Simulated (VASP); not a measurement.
## LiCl: single point with r2SCAN

LiCl:

```
Li Cl
1.0
     0.00000    2.55620    2.55620
     2.55620    0.00000    2.55620
     2.55620    2.55620    0.00000
Li Cl
1 1
Direct
  0.00000 0.00000 0.00000
  0.50000 0.50000 0.50000
```

```json
{"Program": "VASP 6.6.1", "Task": "single point", "Functional": "r2SCAN", "Potentials or basis": "VASP PAW PBE potentials, release 64 (Li_sv, Cl)", "Cutoff": "520 eV", "k mesh": "16 × 16 × 16", "Occupations": "fermi-dirac, width 0.1 eV", "Spin": "no spin polarisation"}
```

The band gap on the k mesh is 7.36 eV.

Levels at points of the mesh, in eV from the valence-band top:
```
           k point  band 3  band 4  band 5  band 6  band 7  band 8
(0.00, 0.00, 0.00)    0.00    0.00    0.00    7.36   12.67   12.67
(0.50, 0.00, 0.00)   -2.88   -0.28   -0.28    7.55   10.32   10.32
(0.50, 0.50, 0.00)   -2.98   -1.14   -1.14    8.79    8.91   13.66
```

It took 2.1 min on 1 thread of AMD EPYC 9R45 96-Core Processor (Zen 5) (shared host), peak memory 0.16 GiB.

 A k mesh can miss the band edges.
